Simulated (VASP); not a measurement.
AlN:

```xyz
2
Lattice="0.0580 2.1849 2.1849 2.1849 0.0580 2.1849 2.2429 2.2429 0.0000" Properties=species:S:1:pos:R:3 pbc="T T T"
Al    0.0000    0.0000   -0.0152
N     3.3643    3.3643    3.2925
```

This cell differs from its parent crystal: shear xy strain +5.3%.

Base run:

- Program: VASP 6.6.1
- Functional: PBE
- Potentials or basis: VASP PAW PBE potentials, release 64 (Al, N)
- Cutoff: 520 eV
- k mesh: 10 × 10 × 10
- Occupations: fermi-dirac, width 0.02 eV
- Spin: no spin polarisation

Its results: band gap on the k mesh 3.00 eV, indirect (least direct gap 3.89 eV); pressure 4.6 GPa; largest force 0.046 eV/Å.

Problem. The run is repeated on the same cell with these changes: functional from PBE to r2SCAN; occupations from fermi-dirac, width 0.02 eV to gaussian, width 0.01 eV. What comes out?

Solution. Band gap on the k mesh 3.61 eV, indirect (least direct gap 4.57 eV); pressure -0.2 GPa; largest force 0.008 eV/Å.

Caveats: the PAW data sets were made with another functional, which shifts forces and pressure a little (some runs).

A k mesh can miss the band edges.
